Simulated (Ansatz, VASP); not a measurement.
## V in VASP and in Ansatz

INCAR

```
ALGO = Fast ; EDIFF = 1E-7
EDIFFG = -0.005 ; ENCUT = 600
GGA = PE ; IBRION = 2
ISIF = 3 ; ISMEAR = 1
LASPH = T ; LCHARG = F
LREAL = F ; LWAVE = F
NELM = 80 ; NSW = 80
PREC = Accurate ; SIGMA = 0.1
```

KPOINTS

```
k-points
0
Gamma
  20 20 20
```

Contents of POSCAR:

```
V
1.0
   -1.5000000000      1.5000000000      1.5000000000
    1.5000000000     -1.5000000000      1.5000000000
    1.5000000000      1.5000000000     -1.5000000000
V
1
Direct
    0.0000000000      0.0000000000      0.0000000000
```

Input for Ansatz:

```yaml
crystal:
  lattice:
    - [-1.5, 1.5, 1.5]
    - [1.5, -1.5, 1.5]
    - [1.5, 1.5, -1.5]
  atoms:
    - { symbol: V, position: [0.0, 0.0, 0.0] }
scf:
  occupations: { method: methfessel_paxton, width: 0.1 }
output:
  forces: true
  stress: true
  eigenvalues: true
hamiltonian:
  xc: pbe
kpoints:
  mp_grid: { grid: [20, 20, 20] }
relax:
  f_tol: 0.005
  adjacent_minimum: "off"
  cell: { stress_tol: 0.02 }
```

Alike in both runs: task relaxation of cell and atoms; functional PBE; k mesh 20 × 20 × 20; occupations methfessel-paxton of order 1, width 0.1 eV; no spin polarisation.

```csv
,VASP,Ansatz
version,VASP 6.6.1,Ansatz 0.2.0
potentials or method,"VASP PAW PBE potentials, release 64 (V_sv)","scalar-relativistic, plane waves, PAW"
plane-wave cutoff (eV),600,420
valence electrons in the cell,13,13
```

|  | VASP | Ansatz | Ansatz less VASP |
| --- | --- | --- | --- |
| gap on the k mesh at the Fermi level, each at its own relaxed structure (eV) | none | none | - |
| relaxed volume (Å³/atom) | 13.47 | 13.46 | -0.012 |
| relaxed cell length with the largest relative difference (Å) | 2.596 | 2.595 | -0.0008 |

A gap of «none» marks a metal or a gap that the smearing closes.
